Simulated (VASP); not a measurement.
Crystal: LuBe.

```
Lu Be
1.0
     3.32037    0.00000    0.00000
     0.00000    3.32037    0.00000
     0.00000    0.00000    3.32037
Lu Be
1 1
Direct
  0.00000 0.00000 0.00000
  0.50000 0.50000 0.50000
```

Base run:

* Program: VASP 6.6.1
* Functional: BLYP
* Potentials or basis: VASP PAW PBE potentials, release 64 (Lu, Be)
* Cutoff: 520 eV
* k mesh: 8 × 8 × 8
* Occupations: fermi-dirac, width 0.05 eV
* Spin: no spin polarisation

Its results: pressure 2.0 GPa.

The run is repeated on the same cell with these changes: functional from BLYP to r2SCAN. What comes out?

Pressure -0.1 GPa.

Caveats: the PAW data sets were made with another functional, which shifts forces and pressure a little.
